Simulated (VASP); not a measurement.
# SiC (P6_3mc) in VASP: further runs

SiC is run at these levels: PBE; tasks: single point.

Everything below comes from runs of VASP 6.6.1. Logs are shortened: lines on timing, memory, paths and dates and some standing lists are left out, and cuts for length are marked.

## (1) The cell of the first run

Symmetry: P6_3mc, No. 186, hexagonal system. Conventional cell: a = 3.031 Å, b = 3.031 Å, c = 9.923 Å, α = 90.00°, β = 90.00°, γ = 120.00°. Si (site symmetry 3m) has 4 C at 1.86 to 1.87 Å within 2.5 Å. Si (site symmetry 3m) has 4 C at 1.85 to 1.86 Å within 2.5 Å. Within 2.5 Å of C (site symmetry 3m) lie 4 Si at 1.85 to 1.87 Å. Within 2.5 Å of C (site symmetry 3m) lie 4 Si at 1.86 Å.

## (2) Single point, PBE (9.87 Å³/atom)

File INCAR:

```
PREC     = Accurate       # precision mode
ENCUT    = 520            # plane-wave cutoff, eV
EDIFF    = 1E-6           # SCF threshold, eV
ISMEAR   = 0              # smearing method
SIGMA    = 0.01           # smearing width, eV
LREAL    = F              # projectors in reciprocal space
LASPH    = T              # aspherical terms in the spheres
NELM     = 100            # most SCF steps
ALGO     = Normal         # electronic algorithm
ISIF     = 2              # what is computed and relaxed
LWAVE    = F              # write WAVECAR
LCHARG   = F              # write CHGCAR
GGA      = PE             # functional
NBANDS   = 26             # bands
```

File KPOINTS:

```
Automatic mesh
0
Gamma
  9 9 2
```

File POSCAR:

```
SiC
1.0
    3.0309289759      0.0000000000      0.0000000000
   -1.5154644879      2.6248614902      0.0000000000
    0.0000000000      0.0000000000      9.9228200355
Si C
4 4
Direct
    0.6666666667      0.3333333333      0.9378481361
    0.3333333333      0.6666666667      0.4378481361
    0.0000000000      0.0000000000      0.6878946538
    0.0000000000      0.0000000000      0.1878946538
    0.6666666667      0.3333333333      0.7498045638
    0.3333333333      0.6666666667      0.2498045638
    0.0000000000      0.0000000000      0.5004516463
    0.0000000000      0.0000000000      0.0004516463
```

Potentials or basis: VASP PAW PBE potentials, release 64 (Si, C).

Command:

```
> cat potpaw_PBE.64/Si/POTCAR potpaw_PBE.64/C/POTCAR > POTCAR
> mpirun -np 1 vasp_std > vasp.out
```

OUTCAR:

```text
PREC = Accurate
   ENCUT = 520
   EDIFF = 1E-6
   ISMEAR = 0
   LREAL = F
   LASPH = T
   NELM = 100
   ISIF = 2
   GGA = PE

 ion  position               nearest neighbor table
   1  0.667  0.333  0.938-   8 1.86   8 1.86   8 1.86   5 1.87   3 3.04   3 3.04   3 3.04   4 3.04
                             4 3.04   4 3.04
   2  0.333  0.667  0.438-   7 1.86   7 1.86   7 1.86   6 1.87   4 3.04   4 3.04   4 3.04   3 3.04
                             3 3.04   3 3.04
   3  0.000  0.000  0.688-   5 1.85   5 1.85   5 1.85   7 1.86   1 3.04   1 3.04   1 3.04   2 3.04
                             2 3.04   2 3.04
   4  0.000  0.000  0.188-   6 1.85   6 1.85   6 1.85   8 1.86   2 3.04   2 3.04   2 3.04   1 3.04
                             1 3.04   1 3.04
   5  0.667  0.333  0.750-   3 1.85   3 1.85   3 1.85   1 1.87
   6  0.333  0.667  0.250-   4 1.85   4 1.85   4 1.85   2 1.87
   7  0.000  0.000  0.500-   2 1.86   2 1.86   2 1.86   3 1.86
   8  0.000  0.000  0.000-   1 1.86   1 1.86   1 1.86   4 1.86

  LATTYP: Found a hexagonal cell.
 ALAT       =     3.0309289759
 C/A-ratio  =     3.2738543577

  Lattice vectors:

 A1 = (   3.0309289759,   0.0000000000,   0.0000000000)
 A2 = (  -1.5154644879,   2.6248614902,   0.0000000000)
 A3 = (   0.0000000000,   0.0000000000,   9.9228200355)

Analysis of symmetry for initial positions (statically):
=====================================================================
 Subroutine PRICEL returns:
 Original cell was already a primitive cell.

 Routine SETGRP: Setting up the symmetry group for a
 hexagonal supercell.

 Subroutine GETGRP returns: Found 12 space group operations
 (whereof  6 operations were pure point group operations)
 out of a pool of 24 trial point group operations.

The static configuration has the point symmetry C_3v.
 The point group associated with its full space group is C_6v.

Analysis of symmetry for dynamics (positions and initial velocities):
=====================================================================
 Subroutine PRICEL returns:
 Original cell was already a primitive cell.

 Routine SETGRP: Setting up the symmetry group for a
 hexagonal supercell.

 Subroutine GETGRP returns: Found 12 space group operations
 (whereof  6 operations were pure point group operations)
 out of a pool of 24 trial point group operations.

The dynamic configuration has the point symmetry C_3v.
 The point group associated with its full space group is C_6v.

 Subroutine INISYM returns: Found 12 space group operations
 (whereof  6 operations are pure point group operations),
 and found     1 'primitive' translations

----------------------------------------------------------------------------------------

                                     Primitive cell

  volume of cell :      78.9437

  direct lattice vectors                    reciprocal lattice vectors
     3.030928976  0.000000000  0.000000000     0.329931849  0.190486242  0.000000000
    -1.515464488  2.624861490  0.000000000     0.000000000  0.380972483  0.000000000
     0.000000000  0.000000000  9.922820035     0.000000000  0.000000000  0.100777803

  length of vectors
     3.030928976  3.030928976  9.922820035     0.380972483  0.380972483  0.100777803

  position of ions in fractional coordinates (direct lattice)
     0.666666667  0.333333333  0.937848136
     0.333333333  0.666666667  0.437848136
     0.000000000  0.000000000  0.687894654
     0.000000000  0.000000000  0.187894654
     0.666666667  0.333333333  0.749804564
     0.333333333  0.666666667  0.249804564
     0.000000000  0.000000000  0.500451646
     0.000000000  0.000000000  0.000451646

  ion indices of the primitive-cell ions
   primitive index   ion index
                 1           1
                 2           2
                 3           3
                 4           4
                 5           5
                 6           6
                 7           7
                 8           8

----------------------------------------------------------------------------------------

 KPOINTS: Automatic mesh

Automatic generation of k-mesh.
 Grid dimensions read from file:
 generate k-points for:    9    9    2

 Generating k-lattice:

  Cartesian coordinates                     Fractional coordinates (reciprocal lattice)
     0.036659094  0.021165138  0.000000000     0.111111111  0.000000000  0.000000000
     0.000000000  0.042330276  0.000000000     0.000000000  0.111111111  0.000000000
     0.000000000  0.000000000  0.050388901     0.000000000  0.000000000  0.500000000

  Length of vectors
     0.042330276  0.042330276  0.050388901

  Shift w.r.t. Gamma in fractional coordinates (k-lattice)
     0.000000000  0.000000000  0.000000000

 Subroutine IBZKPT returns following result:
 ===========================================

 Found     24 irreducible k-points:

 Following reciprocal coordinates:
            Coordinates               Weight
  0.000000  0.000000  0.000000      1.000000
  0.111111  0.000000  0.000000      6.000000
  0.222222  0.000000  0.000000      6.000000
  0.333333 -0.000000  0.000000      6.000000
  0.444444  0.000000  0.000000      6.000000
  0.111111  0.111111  0.000000      6.000000
[... 16 lines left out ...]
  0.333333  0.222222  0.500000     12.000000
  0.333333  0.333333  0.500000      2.000000
   k-points           NKPTS =     24   k-points in BZ     NKDIM =     24   number of bands    NBANDS=     26
   number of dos      NEDOS =    301   number of ions     NIONS =      8
   total plane-waves  NPLWV =  46080
   dimension x,y,z NGX =    24 NGY =   24 NGZ =   80
   dimension x,y,z NGXF=    48 NGYF=   48 NGZF=  160
   ions per type =               4   4
   NGX,Y,Z   is equivalent  to a cutoff of  13.16, 13.16, 13.40 a.u.
   NGXF,Y,Z  is equivalent  to a cutoff of  26.33, 26.33, 26.81 a.u.
 SYSTEM =  unknown system
   PREC   = accura    normal or accurate (medium, high low for compatibility)
   ISTART =      0    job   : 0-new  1-cont  2-samecut
   ICHARG =      2    charge: 1-file 2-atom 10-const
   ISPIN  =      1    spin polarized calculation?
   LNONCOLLINEAR =      F non collinear calculations
   LSORBIT =      F    spin-orbit coupling
   LASPH  =      T    aspherical Exc in radial PAW
   ENCUT  =  520.0 eV  38.22 Ry    6.18 a.u.   5.64  5.64 18.45*2*pi/ulx,y,z
   NELM   =    100;   NELMIN=  2; NELMDL= -5     # of ELM steps
   EDIFF  = 0.1E-05   stopping-criterion for ELM
   LREAL  =      F    real-space projection
   EDIFFG = 0.1E-04   stopping-criterion for IOM
   NSW    =      0    number of steps for IOM
   IBRION =     -1    ionic relax: 0-MD 1-quasi-New 2-CG
   NFREE  =      0    steps in history (QN), initial steepest desc. (CG)
   ISIF   =      2    stress and relaxation
   ISYM   =      2    0-nonsym 1-usesym 2-fastsym
   POTIM  = 0.5000    time-step for ionic-motion
   TEBEG  =    0.0;   TEEND  =   0.0 temperature during run
   PSTRESS=    0.0 pullay stress
   NELECT =      32.0000    total number of electrons
   NUPDOWN=      -1.0000    fix difference up-down
   EMIN   =  10.00;   EMAX   =-10.00  energy-range for DOS
   EFERMI =   0.00;   METHOD = LEGACY
   ISMEAR =     0;   SIGMA  =   0.01  broadening in eV -4-tet -1-fermi 0-gaus
   EFERMI_NEDOS =   21; number of points for ismear=-14 and -15
   IALGO  =     38    algorithm
   IMIX   =      4    mixing-type and parameters
     AMIX     =   0.40;   BMIX     =  1.00
     AMIX_MAG =   1.60;   BMIX_MAG =  1.00
  volume/ion in A,a.u.               =       9.87        66.59
  Fermi-wavevector in a.u.,A,eV,Ry     =   1.211581  2.289556 19.972375  1.467928
  Thomas-Fermi vector in A             =   2.347092
   LORBIT       =      0    0 simple, 1 ext, 2 COOP (PROOUT), +10 PAW based schemes
   GGA     = PE    functional components
   LHFCALC =     F    Hartree Fock is set to
   AEXX    =    0.0000 exact exchange contribution
   IVDW    =     0    specifies the selected vdW correction
   LEPSILON=     F    determine dielectric tensor
   LRPA    =     F    only Hartree local field effects (RPA)
 non-spin polarized calculation
 Gauss-broadening in eV      SIGMA  =   0.01
  energy-cutoff  :      520.00
  volume of cell :       78.94
 maximum number of plane-waves:      2158
 NGX is ok and might be reduce to    24
   NGX = 11   NGY = 11   NGZ = 37

 number of electron      31.9999998 magnetization

 Free energy of the ion-electron system (eV)
  ---------------------------------------------------
  ext. energy  EPLUGINS =         0.00000000
  ---------------------------------------------------
  free energy    TOTEN  =       -60.02566367 eV

  energy without entropy =      -60.02566367  energy(sigma->0) =      -60.02566367

 E-fermi :   8.7648     XC(G=0): -11.5610

 val. band max:        8.7169842920   @ k =   0.0000   0.0000   0.0000
 cond. band min:      11.0706706144   @ k =   0.4444   0.0000   0.0000
 fundamental gap:      2.3536863225
 Fermi energy:         8.7648452234

 k-point     1 :       0.0000    0.0000    0.0000
  band No.  band energies     occupation
      1      -7.1430      2.00000
      2      -5.9209      2.00000
      3      -5.8806      2.00000
      4      -3.3979      2.00000
      5      -0.1624      2.00000
      6       4.2468      2.00000
[... 18 lines left out ...]
     25      16.4621      0.00000
     26      17.0343      0.00000

 k-point     2 :       0.1111    0.0000    0.0000
  band No.  band energies     occupation
      1      -6.9208      2.00000
      2      -5.7060      2.00000
      3      -5.6646      2.00000
      4      -3.2112      2.00000
      5       0.0443      2.00000
      6       4.3116      2.00000
[... 18 lines left out ...]
     25      16.7004      0.00000
[... 608 lines left out ...]
     25      18.3786      0.00000
     26      18.3786      0.00000

 k-point    24 :       0.3333    0.3333    0.5000
  band No.  band energies     occupation
      1      -2.3333      2.00000
      2      -2.3333      2.00000
      3      -2.2482      2.00000
      4      -2.2482      2.00000
      5       1.1845      2.00000
      6       1.1845      2.00000
[... 18 lines left out ...]
     25      19.4928      0.00000
     26      19.5024      0.00000

------------------------ aborting loop because EDIFF is reached ----------------------------------------

  FORCE on cell =-STRESS in cart. coord.  units (eV):
  Direction    XX          YY          ZZ          XY          YZ          ZX
  --------------------------------------------------------------------------------------
  -------------------------------------------------------------------------------------
  Total        7.3276503      7.3276503      7.2234736      0.0000000     -0.0000000      0.0000000
  in kB      148.7161216    148.7161216    146.6018353      0.0000000     -0.0000000      0.0000000
  external PRESSURE =     148.0113595 kB  Pullay stress =       0.0000000 kB

 VOLUME and BASIS-vectors are now :
 -----------------------------------------------------------------------------
  energy-cutoff  :      520.00
  volume of cell :       78.94
      direct lattice vectors                 reciprocal lattice vectors
     3.030928976  0.000000000  0.000000000     0.329931849  0.190486242  0.000000000
    -1.515464488  2.624861490  0.000000000     0.000000000  0.380972483  0.000000000
     0.000000000  0.000000000  9.922820035     0.000000000  0.000000000  0.100777803

 POSITION                                       TOTAL-FORCE (eV/Angst)
 -----------------------------------------------------------------------------------
      1.51546      0.87495      9.30610        -0.000000      0.000000     -0.019325
     -0.00000      1.74991      4.34469         0.000000      0.000000     -0.019325
      0.00000      0.00000      6.82585         0.000000      0.000000      0.009246
      0.00000      0.00000      1.86444        -0.000000     -0.000000      0.009246
      1.51546      0.87495      7.44018        -0.000000      0.000000      0.009782
     -0.00000      1.74991      2.47877         0.000000     -0.000000      0.009782
      0.00000      0.00000      4.96589        -0.000000     -0.000000      0.000297
      0.00000      0.00000      0.00448         0.000000     -0.000000      0.000297
 -----------------------------------------------------------------------------------
    total drift:                               -0.000000     -0.000000      0.000296

  FREE ENERGIE OF THE ION-ELECTRON SYSTEM (eV)
  ---------------------------------------------------
  free  energy   TOTEN  =       -60.0256636718 eV

  energy  without entropy=      -60.0256636718  energy(sigma->0) =      -60.02566367
```

It took 40 s on 1 thread of Intel Xeon Platinum 8259CL at 2.50GHz (Skylake/Cascade Lake), shared host; peak memory 0.2 GiB.

What came out:

* Free energy: -60.0257 eV
* Pressure: 14.8 GPa
* Largest force: 0.019 eV/Å
* Band gap on the k mesh: 2.35 eV (least direct gap 3.45 eV)

Forces in eV/Å, atoms in the order of the input:
```
Si   0.000  0.000 -0.019
Si   0.000  0.000 -0.019
Si   0.000  0.000  0.009
Si   0.000  0.000  0.009
C    0.000  0.000  0.010
C    0.000  0.000  0.010
C    0.000  0.000  0.000
C    0.000  0.000  0.000
```

Stress tensor (GPa, compression positive):
```
14.87  0.00  0.00
 0.00 14.87  0.00
 0.00  0.00 14.66
```

Caveat: the cell stands under pressure. A k mesh can miss the band edges.

## (3) Single point, PBE (10.18 Å³/atom)

This run uses another cell than the first one, of 10.18 Å³/atom.

File INCAR:

```
ALGO     = Normal         # electronic algorithm
EDIFF    = 1E-7           # SCF threshold, eV
ENCUT    = 520            # plane-wave cutoff, eV
GGA      = PE             # functional
ISIF     = 2              # what is computed and relaxed
ISMEAR   = 0              # smearing method
LASPH    = True           # aspherical terms in the spheres
LCHARG   = False          # write CHGCAR
LREAL    = False          # projectors in reciprocal space
LWAVE    = False          # write WAVECAR
NBANDS   = 26             # bands
NELM     = 80             # most SCF steps
PREC     = Accurate       # precision mode
SIGMA    = 0.01           # smearing width, eV
```

File KPOINTS:

```
k-points
0
Gamma
  9 9 2
```

Changes to POSCAR since step 2:

```diff
@@ -2,5 +2,5 @@
 1.0
-    3.0309289759      0.0000000000      0.0000000000
-   -1.5154644879      2.6248614902      0.0000000000
-    0.0000000000      0.0000000000      9.9228200355
+    3.0628358362      0.0000000000      0.0000000000
+   -1.5314179181      2.6524936418      0.0000000000
+    0.0000000000      0.0000000000     10.0272784490
 Si C
```

Potentials or basis: VASP PAW PBE potentials, release 64 (Si, C).

Command:

```
> cat potpaw_PBE.64/Si/POTCAR potpaw_PBE.64/C/POTCAR > POTCAR
> mpirun -np 1 vasp_std > vasp.out
```

Wall time 44 s (1 thread of Intel Xeon Platinum 8259CL at 2.50GHz (Skylake/Cascade Lake), shared host); peak memory 0.21 GiB.

Results (log left out):

- Free energy: -60.1950 eV
- Pressure: 6.8 GPa
- Largest force: 0.008 eV/Å
- Band gap on the k mesh: 2.34 eV (least direct gap 3.44 eV)

Forces in eV/Å, atoms in the order of the input:
```
Si   0.000  0.000 -0.008
Si   0.000  0.000 -0.008
Si   0.000  0.000  0.004
Si   0.000  0.000  0.004
C    0.000  0.000  0.004
C    0.000  0.000  0.004
C    0.000  0.000  0.000
C    0.000  0.000  0.000
```

Stress tensor (GPa, compression positive):
```
6.86 0.00 0.00
0.00 6.86 0.00
0.00 0.00 6.76
```

Levels at points of the mesh, in eV from the valence-band top:
```
           k point  band 12  band 13  band 14  band 15  band 16  band 17  band 18  band 19  band 20  band 21
(0.00, 0.00, 0.00)    -0.58    -0.58    -0.05     0.00     0.00     5.23     5.80     6.45     6.47     7.07
(0.00, 0.00, 0.50)    -1.05    -0.21    -0.21    -0.21    -0.21     5.43     5.43     6.91     6.91     7.15
```

Caveat: the cell stands under pressure. A k mesh can miss the band edges.
